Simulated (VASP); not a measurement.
Nb, 2 atoms in the cell. It takes space group P6_3/mmc (No. 194, hexagonal). Conventional cell: a = 2.882 Å, b = 2.882 Å, c = 5.264 Å, α = 90.00°, β = 90.00°, γ = 120.00°. Within 3.8 Å of Nb (site symmetry -6m2) lie 12 Nb at 2.88 to 3.11 Å. 

| Item | Value |
| --- | --- |
| Program | VASP 6.6.1 |
| Task | single point |
| Functional | revPBE |
| Potentials or basis | VASP PAW PBE potentials, release 64 (Nb_sv) |
| Cutoff | 520 eV |
| k mesh | 21 × 21 × 10 |
| Occupations | fermi-dirac, width 0.1 eV |
| Spin | no spin polarisation |
| Dipole correction | no |
| Further INCAR settings | ALGO = Normal; EDIFF = 1e-07; NBANDS = 20 |

Potentials or basis: VASP PAW PBE potentials, release 64 (Nb_sv).

Command:

```console
$ cat potpaw_PBE.64/Nb_sv/POTCAR > POTCAR
$ mpirun -np 1 vasp_std > vasp.out
```

Hardware: 1 thread of Intel(R) Xeon(R) 6975P-C (Granite Rapids) (shared host).

Q: Estimate the wall time of this run.

A: It took 88 s on 1 thread of Intel(R) Xeon(R) 6975P-C (Granite Rapids), with other jobs on the host, peak memory 0.29 GiB. Counts: scf iterations 15, k points 288.
